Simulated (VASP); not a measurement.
# ZrH4 (P1) in VASP: single point with PBE

Aim: the single point of ZrH4 with PBE.

Everything below comes from runs of VASP 6.6.1. Logs are shortened: lines on timing, memory, paths and dates and some standing lists are left out, and cuts for length are marked.

### 1 The cell of the first run

The typed cell holds 10 atoms: a = 3.650 Å, b = 3.872 Å, c = 5.748 Å, α = 89.94°, β = 90.01°, γ = 89.78°.

### 2 Single point, PBE

Contents of INCAR:

```
SYSTEM = ZrH4
PREC = Accurate
ENCUT = 520
EDIFF = 1E-6
ISMEAR = 0
SIGMA = 0.2
LREAL = .FALSE.
LASPH = .TRUE.
NELM = 60
ALGO = Normal
ISIF = 2
LWAVE = .FALSE.
LCHARG = .FALSE.
GGA = PE
NBANDS = 27
```

Contents of KPOINTS:

```
regular mesh
0
G
  6 6 4
  0 0 0
```

Contents of POSCAR:

```
ZrH4
1.0
   -3.6499562083      0.0002725509     -0.0057375276
   -0.0086242415     -0.0014098268     -3.8718067682
    0.0009877941     -5.7483382946     -0.0035678552
Zr H
2 8
Direct
    0.5458564073      0.5245699193      0.5104072420
    1.0460311988      0.5247951423      1.0562230054
    0.0507673707      0.4744989805      0.6913102552
    0.3025300147      0.2472153995      0.2803702204
    0.0527078414      0.7243739976      0.3805310520
    0.5525186861      0.7242880211      0.1855120534
    0.5477073354      1.0295912669      0.6067622017
    1.0479933069      1.0302354075     -0.0398223368
    0.5508218758      0.4732920265      0.8752533719
    0.8030659631      0.2471398391      0.2867862680
```

Potentials or basis: VASP PAW PBE potentials, release 64 (Zr_sv, H).

Started as:

```bash
> cat potpaw_PBE.64/Zr_sv/POTCAR potpaw_PBE.64/H/POTCAR > POTCAR
> mpirun -np 1 vasp_std > vasp.out
```

OUTCAR:

```text
SYSTEM = ZrH4
   PREC = Accurate
   ENCUT = 520
   EDIFF = 1E-6
   ISMEAR = 0
   LREAL = .FALSE.
   LASPH = .TRUE.
   NELM = 60
   ISIF = 2
   GGA = PE

 ion  position               nearest neighbor table
   1  0.546  0.525  0.510-  10 1.92   4 1.92   7 1.99   6 2.02   7 2.03   5 2.09   3 2.09   9 2.11
                             3 2.12   5 2.14   2 3.18   2 3.19   2 3.63   2 3.63
   2  0.046  0.525  0.056-   4 1.92  10 1.92   8 1.99   5 2.02   8 2.03   6 2.09   9 2.10   3 2.11
                             9 2.12   6 2.14   1 3.18   1 3.19   1 3.63   1 3.63
   3  0.051  0.474  0.691-   1 2.09   2 2.11   1 2.12
   4  0.303  0.247  0.280-   2 1.92   1 1.92
   5  0.053  0.724  0.381-   2 2.02   1 2.09   1 2.14
   6  0.553  0.724  0.186-   1 2.02   2 2.09   2 2.14
   7  0.548  0.030  0.607-   1 1.99   1 2.03
   8  0.048  0.030  0.960-   2 1.99   2 2.03
   9  0.551  0.473  0.875-   2 2.10   1 2.11   2 2.12
  10  0.803  0.247  0.287-   1 1.92   2 1.92

  LATTYP: Found a triclinic cell.
 ALAT       =     5.3109126048
 B/A-ratio  =     0.6872567861
 C/A-ratio  =     1.0823637884
 COS(alpha) =     0.0002455363
 COS(beta)  =     0.0008864162
 COS(gamma) =     0.6844869453

  Lattice vectors:

 A1 = (   3.6413319668,  -0.0016823777,  -3.8660692406)
 A2 = (   3.6499562083,  -0.0002725509,   0.0057375276)
 A3 = (   0.0009877941,  -5.7483382946,  -0.0035678552)

Analysis of symmetry for initial positions (statically):
=====================================================================
 Subroutine PRICEL returns:
 Original cell was already a primitive cell.

 Routine SETGRP: Setting up the symmetry group for a
 triclinic supercell.

 Subroutine GETGRP returns: Found  1 space group operations
 (whereof  1 operations were pure point group operations)
 out of a pool of  2 trial point group operations.

The static configuration has the point symmetry C_1 .

Analysis of symmetry for dynamics (positions and initial velocities):
=====================================================================
 Subroutine PRICEL returns:
 Original cell was already a primitive cell.

 Routine SETGRP: Setting up the symmetry group for a
 triclinic supercell.

 Subroutine GETGRP returns: Found  1 space group operations
 (whereof  1 operations were pure point group operations)
 out of a pool of  2 trial point group operations.

The dynamic configuration has the point symmetry C_1 .

 Subroutine INISYM returns: Found  1 space group operations
 (whereof  1 operations are pure point group operations),
 and found     1 'primitive' translations

----------------------------------------------------------------------------------------

                                     Primitive cell

  volume of cell :      81.2348

  direct lattice vectors                    reciprocal lattice vectors
    -3.649956208  0.000272551 -0.005737528    -0.273976853 -0.000047459  0.000610286
    -0.008624241 -0.001409827 -3.871806768     0.000406011  0.000160377 -0.258278315
     0.000987794 -5.748338295 -0.003567855    -0.000013090 -0.173963359  0.000063374

  length of vectors
     3.649960728  3.871816630  5.748339487     0.273977537  0.258278684  0.173963371

  position of ions in fractional coordinates (direct lattice)
     0.545856407  0.524569919  0.510407242
     0.046031199  0.524795142  0.056223005
     0.050767371  0.474498981  0.691310255
     0.302530015  0.247215399  0.280370220
     0.052707841  0.724373998  0.380531052
     0.552518686  0.724288021  0.185512053
     0.547707335  0.029591267  0.606762202
     0.047993307  0.030235408  0.960177663
     0.550821876  0.473292026  0.875253372
     0.803065963  0.247139839  0.286786268

  ion indices of the primitive-cell ions
   primitive index   ion index
                 1           1
                 2           2
                 3           3
                 4           4
                 5           5
                 6           6
                 7           7
                 8           8
                 9           9
                10          10

----------------------------------------------------------------------------------------

 KPOINTS: regular mesh

Automatic generation of k-mesh.
 Grid dimensions read from file:
 generate k-points for:    6    6    4

 Generating k-lattice:

  Cartesian coordinates                     Fractional coordinates (reciprocal lattice)
    -0.045662809 -0.000007910  0.000101714     0.166666667  0.000000000 -0.000000000
     0.000067669  0.000026729 -0.043046386     0.000000000  0.166666667  0.000000000
    -0.000003272 -0.043490840  0.000015843     0.000000000 -0.000000000  0.250000000

  Length of vectors
     0.045662923  0.043046447  0.043490843

  Shift w.r.t. Gamma in fractional coordinates (k-lattice)
     0.000000000  0.000000000  0.000000000

 Subroutine IBZKPT returns following result:
 ===========================================

 Found     76 irreducible k-points:

 Following reciprocal coordinates:
            Coordinates               Weight
  0.000000  0.000000  0.000000      1.000000
  0.166667 -0.000000  0.000000      2.000000
  0.333333  0.000000 -0.000000      2.000000
  0.500000  0.000000  0.000000      1.000000
  0.000000  0.166667 -0.000000      2.000000
  0.166667  0.166667  0.000000      2.000000
[... 16 lines left out ...]
  0.333333  0.000000  0.250000      2.000000
  0.500000  0.000000  0.250000      2.000000
 [... further k-points ...]
   k-points           NKPTS =     76   k-points in BZ     NKDIM =     76   number of bands    NBANDS=     27
   number of dos      NEDOS =    301   number of ions     NIONS =     10
   total plane-waves  NPLWV =  40320
   dimension x,y,z NGX =    28 NGY =   30 NGZ =   48
   dimension x,y,z NGXF=    56 NGYF=   60 NGZF=   96
   ions per type =               2   8
   NGX,Y,Z   is equivalent  to a cutoff of  12.75, 12.88, 13.88 a.u.
   NGXF,Y,Z  is equivalent  to a cutoff of  25.51, 25.76, 27.76 a.u.
 SYSTEM =  ZrH4
   PREC   = accura    normal or accurate (medium, high low for compatibility)
   ISTART =      0    job   : 0-new  1-cont  2-samecut
   ICHARG =      2    charge: 1-file 2-atom 10-const
   ISPIN  =      1    spin polarized calculation?
   LNONCOLLINEAR =      F non collinear calculations
   LSORBIT =      F    spin-orbit coupling
   LASPH  =      T    aspherical Exc in radial PAW
   ENCUT  =  520.0 eV  38.22 Ry    6.18 a.u.   6.79  7.20 10.69*2*pi/ulx,y,z
   NELM   =     60;   NELMIN=  2; NELMDL= -5     # of ELM steps
   EDIFF  = 0.1E-05   stopping-criterion for ELM
   LREAL  =      F    real-space projection
   EDIFFG = 0.1E-04   stopping-criterion for IOM
   NSW    =      0    number of steps for IOM
   IBRION =     -1    ionic relax: 0-MD 1-quasi-New 2-CG
   NFREE  =      0    steps in history (QN), initial steepest desc. (CG)
   ISIF   =      2    stress and relaxation
   ISYM   =      2    0-nonsym 1-usesym 2-fastsym
   POTIM  = 0.5000    time-step for ionic-motion
   TEBEG  =    0.0;   TEEND  =   0.0 temperature during run
   PSTRESS=    0.0 pullay stress
   NELECT =      32.0000    total number of electrons
   NUPDOWN=      -1.0000    fix difference up-down
   EMIN   =  10.00;   EMAX   =-10.00  energy-range for DOS
   EFERMI =   0.00;   METHOD = LEGACY
   ISMEAR =     0;   SIGMA  =   0.20  broadening in eV -4-tet -1-fermi 0-gaus
   EFERMI_NEDOS =   21; number of points for ismear=-14 and -15
   IALGO  =     38    algorithm
   IMIX   =      4    mixing-type and parameters
     AMIX     =   0.40;   BMIX     =  1.00
     AMIX_MAG =   1.60;   BMIX_MAG =  1.00
  volume/ion in A,a.u.               =       8.12        54.82
  Fermi-wavevector in a.u.,A,eV,Ry     =   1.200082  2.267826 19.595058  1.440196
  Thomas-Fermi vector in A             =   2.335927
   LORBIT       =      0    0 simple, 1 ext, 2 COOP (PROOUT), +10 PAW based schemes
   GGA     = PE    functional components
   LHFCALC =     F    Hartree Fock is set to
   AEXX    =    0.0000 exact exchange contribution
   IVDW    =     0    specifies the selected vdW correction
   LEPSILON=     F    determine dielectric tensor
   LRPA    =     F    only Hartree local field effects (RPA)
 non-spin polarized calculation
 Gauss-broadening in eV      SIGMA  =   0.20
  energy-cutoff  :      520.00
  volume of cell :       81.23
 maximum number of plane-waves:      2202
   NGX = 13   NGY = 15   NGZ = 21

 number of electron      31.9999999 magnetization

 Free energy of the ion-electron system (eV)
  ---------------------------------------------------
  ext. energy  EPLUGINS =         0.00000000
  ---------------------------------------------------
  free energy    TOTEN  =       -46.58774178 eV

  energy without entropy =      -46.58055886  energy(sigma->0) =      -46.58415032

 E-fermi :   5.2285     XC(G=0):  -9.9953

 val. band max:        5.1734871467   @ k =   0.0000   0.0000   0.0000
 cond. band min:       5.3226857383   @ k =   0.0000   0.5000   0.2500
 fundamental gap:      0.1491985916
 Fermi energy:         5.2285479844

 k-point     1 :       0.0000    0.0000    0.0000
  band No.  band energies     occupation
      1     -44.3379      2.00000
      2     -44.2701      2.00000
      3     -22.6497      2.00000
      4     -22.3897      2.00000
      5     -22.3586      2.00000
      6     -22.2595      2.00000
[... 19 lines left out ...]
     26      12.1429      0.00000
     27      14.1965      0.00000

 k-point     2 :       0.1667   -0.0000    0.0000
  band No.  band energies     occupation
      1     -44.3307      2.00000
      2     -44.2719      2.00000
      3     -22.6185      2.00000
      4     -22.4386      2.00000
      5     -22.3478      2.00000
      6     -22.2621      2.00000
[... 19 lines left out ...]
     26      12.2386      0.00000
     27      13.6320      0.00000

 k-point     3 :       0.3333    0.0000   -0.0000
  band No.  band energies     occupation
      1     -44.3130      2.00000
      2     -44.2789      2.00000
      3     -22.5643      2.00000
      4     -22.5262      2.00000
      5     -22.3326      2.00000
      6     -22.3192      2.00000
[... 19 lines left out ...]
     26      11.8138      0.00000
     27      12.2188      0.00000

 k-point     4 :       0.5000    0.0000    0.0000
  band No.  band energies     occupation
      1     -44.2946      2.00000
      2     -44.2919      2.00000
      3     -22.5638      2.00000
      4     -22.5620      2.00000
      5     -22.2978      2.00000
      6     -22.2950      2.00000
[... 19 lines left out ...]
     26      11.7899      0.00000
     27      12.1404      0.00000
[... 516 lines left out ...]
      4     -22.4321      2.00000
      5     -22.3424      2.00000
      6     -22.2738      2.00000
[... 19 lines left out ...]
     26      11.9968      0.00000
     27      13.3713      0.00000

 k-point    23 :       0.3333    0.0000    0.2500
  band No.  band energies     occupation
      1     -44.3104      2.00000
      2     -44.2815      2.00000
      3     -22.6065      2.00000
      4     -22.5398      2.00000
      5     -22.3187      2.00000
      6     -22.2900      2.00000
[... 19 lines left out ...]
     26      11.7539      0.00000
     27      12.3786      0.00000

 k-point    24 :       0.5000    0.0000    0.2500
  band No.  band energies     occupation
      1     -44.2946      2.00000
      2     -44.2919      2.00000
      3     -22.6124      2.00000
      4     -22.6110      2.00000
      5     -22.2945      2.00000
      6     -22.2915      2.00000
[... 19 lines left out ...]
     26      11.6434      0.00000
     27      12.3334      0.00000

 [... further k-points ...]

------------------------ aborting loop because EDIFF is reached ----------------------------------------

  FORCE on cell =-STRESS in cart. coord.  units (eV):
  Direction    XX          YY          ZZ          XY          YZ          ZX
  --------------------------------------------------------------------------------------
  -------------------------------------------------------------------------------------
  Total       -0.0640488     -0.1087708     -0.0914769      0.0132597      0.0080864     -0.0215959
  in kB       -1.2632219     -2.1452638     -1.8041797      0.2615184      0.1594861     -0.4259313
  external PRESSURE =      -1.7375551 kB  Pullay stress =       0.0000000 kB

 VOLUME and BASIS-vectors are now :
 -----------------------------------------------------------------------------
  energy-cutoff  :      520.00
  volume of cell :       81.23
      direct lattice vectors                 reciprocal lattice vectors
    -3.649956208  0.000272551 -0.005737528    -0.273976853 -0.000047459  0.000610286
    -0.008624241 -0.001409827 -3.871806768     0.000406011  0.000160377 -0.258278315
     0.000987794 -5.748338295 -0.003567855    -0.000013090 -0.173963359  0.000063374

 POSITION                                       TOTAL-FORCE (eV/Angst)
 -----------------------------------------------------------------------------------
     -1.99637     -2.93458     -2.03599         0.003134     -0.000805      0.004842
     -0.17248     -0.32392     -2.03237         0.013908     -0.001371      0.008217
     -0.18871     -3.97454     -1.83993         0.001224      0.000260      0.000925
     -1.10608     -1.61193     -0.95991        -0.006907     -0.004645      0.003888
     -0.19825     -2.18843     -2.80630        -0.002683     -0.006019     -0.006411
     -2.02273     -1.06726     -2.80814        -0.006288      0.001057     -0.006433
     -1.99876     -3.48777     -0.11988        -0.001464     -0.003532     -0.004462
     -0.17449     -5.51946     -0.12077        -0.001332      0.005052      0.001536
     -2.01369     -5.03177     -1.83878         0.001656      0.000965     -0.002004
     -2.93300     -1.64867     -0.96251        -0.001249      0.009037     -0.000098
 -----------------------------------------------------------------------------------
    total drift:                                0.000076     -0.000020     -0.000123

  FREE ENERGIE OF THE ION-ELECTRON SYSTEM (eV)
  ---------------------------------------------------
  free  energy   TOTEN  =       -46.5877417828 eV

  energy  without entropy=      -46.5805588573  energy(sigma->0) =      -46.58415032
```

Run time: 1.9 min. Hardware: 1 thread of Intel Xeon Platinum 8488C (Sapphire Rapids), shared host; peak memory 0.27 GiB.

What came out:

```
Free energy            : -46.5877 eV
Pressure               : -0.2 GPa
Largest force          : 0.016 eV/Å
Band gap on the k mesh : 0.15 eV (least direct gap 0.31 eV)
```

Forces in eV/Å, atoms in the order of the input:
```
Zr   0.003 -0.001  0.005
Zr   0.014 -0.001  0.008
H    0.001  0.000  0.001
H   -0.007 -0.005  0.004
H   -0.003 -0.006 -0.006
H   -0.006  0.001 -0.006
H   -0.001 -0.004 -0.004
H   -0.001  0.005  0.002
H    0.002  0.001 -0.002
H   -0.001  0.009  0.000
```

Levels at points of the mesh, in eV from the valence-band top:
| k point | band 14 | band 15 | band 16 | band 17 | band 18 | band 19 |
| --- | --- | --- | --- | --- | --- | --- |
| (0.00, 0.00, 0.00) | -3.38 | -2.42 | 0.00 | 0.67 | 0.87 | 2.30 |
| (0.50, 0.00, 0.00) | -4.29 | -2.66 | -2.66 | 1.25 | 1.25 | 2.69 |
| (0.00, 0.50, 0.00) | -2.50 | -2.35 | -0.15 | 0.17 | 0.79 | 1.71 |
| (0.50, 0.50, 0.00) | -4.36 | -3.00 | -3.00 | 0.52 | 0.52 | 2.40 |
| (0.00, 0.00, 0.50) | -3.43 | -2.88 | -2.12 | 1.02 | 1.30 | 1.43 |
| (0.50, 0.00, 0.50) | -4.24 | -2.90 | -2.89 | 2.04 | 2.04 | 2.62 |
| (0.00, 0.50, 0.50) | -2.98 | -2.29 | -2.11 | 0.51 | 1.35 | 1.63 |
| (0.50, 0.50, 0.50) | -4.13 | -2.99 | -2.99 | 1.00 | 1.01 | 2.45 |
